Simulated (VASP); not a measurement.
A run of VASP 6.6.1 is set up as follows.

The input INCAR:

```
SYSTEM = CdS
PREC = Accurate
ENCUT = 500
EDIFF = 1E-6
ISMEAR = -1
SIGMA = 0.05
LREAL = .FALSE.
LASPH = .TRUE.
NELM = 120
ALGO = Normal
ISIF = 2
LWAVE = .FALSE.
LCHARG = .TRUE.
GGA = PE
LELF = .TRUE.
LVHAR = .TRUE.
NBANDS = 16
GGA_COMPAT = .FALSE.
```

KPOINTS

```
regular mesh
0
G
  14 14 14
  0 0 0
```

Contents of POSCAR:

```
CdS
1.0
    3.1657470124      0.0000000000      0.0000000000
    0.0000000000      3.1657470124      0.0000000000
    0.0000000000      0.0000000000      3.1657470124
Cd S
1 1
Direct
    0.0000000000      0.0000000000      0.0000000000
    0.5000000000      0.5000000000      0.5000000000
```

Potentials or basis: VASP PAW PBE potentials, release 64 (Cd, S).

Command:

```bash
$ cat potpaw_PBE.64/Cd/POTCAR potpaw_PBE.64/S/POTCAR > POTCAR
$ mpirun -np 1 vasp_std > vasp.out
```

Question: Estimate the pressure.

Answer: 27.1 GPa.

Question: Estimate the band gap on the k mesh.

Answer: Zero (band 9 reaches 6.41 eV, above the bottom of band 10 at 5.55 eV).
